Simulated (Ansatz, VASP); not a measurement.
## Two plane-wave programs on SrMg3O4

```
Sr Mg O
1.0
     3.25863    0.00000    0.00000
     0.00000    3.25863    0.00000
     0.00000    0.00000    8.87523
Sr Mg O
1 3 4
Direct
  0.00000 0.00000 0.00000
  0.50000 0.50000 0.72820
  0.00000 0.00000 0.50000
  0.50000 0.50000 0.27180
  0.00000 0.00000 0.27457
  0.50000 0.50000 0.00000
  0.00000 0.00000 0.72543
  0.50000 0.50000 0.50000
```

Alike in both runs: functional PBEsol; k mesh 8 × 8 × 4; occupations gaussian, width 0.02 eV; no spin polarisation.

Ansatz relaxed the structure, and its values are those at the end. VASP's run is a single point on that final structure, the one shown.

|  | VASP | Ansatz |
| --- | --- | --- |
| version | VASP 6.6.1 | Ansatz 0.2.0 |
| potentials or method | VASP PAW PBE potentials, release 64 (Sr_sv, Mg, O), cutoff 520 eV | scalar-relativistic, plane waves, PAW |
| valence electrons in the cell | 40 | 64 |

```csv
,VASP,Ansatz,Ansatz less VASP
gap on the k mesh at the Fermi level (eV),2.17,2.18,+0.010
least direct gap on the mesh (eV),2.44,2.49,+0.044
pressure (GPa),0.2,0.0,-0.23
rms of the force components (eV/Å),0.012,0.000,-0.0122
```

VASP's potentials were made for PBE, not for PBEsol. VASP's potentials hold 40 valence electrons a cell and Ansatz's 64, so a difference there can come from the potentials and not from the codes.
